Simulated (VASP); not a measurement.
The system is MnO2.

```
CELL_PARAMETERS angstrom
4.39830 0.00000 0.00000
0.00000 4.39830 0.00000
0.00000 0.00000 2.87300
ATOMIC_POSITIONS crystal
Mn 0.00000 0.00000 0.00000
Mn 0.50000 0.50000 0.50000
O 0.30515 0.30515 0.00000
O 0.19485 0.80515 0.50000
O 0.69485 0.69485 0.00000
O 0.80515 0.19485 0.50000
```

Base run:

```yaml
Program: VASP 6.6.1
Functional: PBE
Potentials_or_basis: VASP PAW PBE potentials, release 64 (Mn_sv, O)
Cutoff: 700 eV
k_mesh: 5 × 5 × 7
Occupations: gaussian, width 0.1 eV
Spin: collinear spin
Starting_moments: "[3.21, 3.21, -0.2, -0.2, -0.2, -0.2] μB"
Hubbard_terms: Mn d U = 6.3 eV
```

Its results: band gap on the k mesh zero (filled and empty bands overlap); pressure 12.3 GPa; net moment 6.02 μB per cell; site moments Mn +3.11; O -0.09 μB; largest force 0.121 eV/Å.

The run is repeated on the same cell with these changes: spin from collinear spin to collinear spin, antiferromagnetic start; moments at the start from [3.21, 3.21, -0.2, -0.2, -0.2, -0.2] to [4.5, -4.5, 0.0, 0.0, 0.0, 0.0]. What comes out?

Band gap on the k mesh 0.45 eV; pressure 10.8 GPa; net moment 0.00 μB per cell; site moments Mn +3.03, -3.03; O +0.00, -0.00 (each value once) μB; largest force 0.115 eV/Å.

Caveats: the stress differs along the axes, from 11 to 16 GPa (at least some runs); the stress differs along the axes, from 9 to 14 GPa (at least some runs).

A k mesh can miss the band edges.
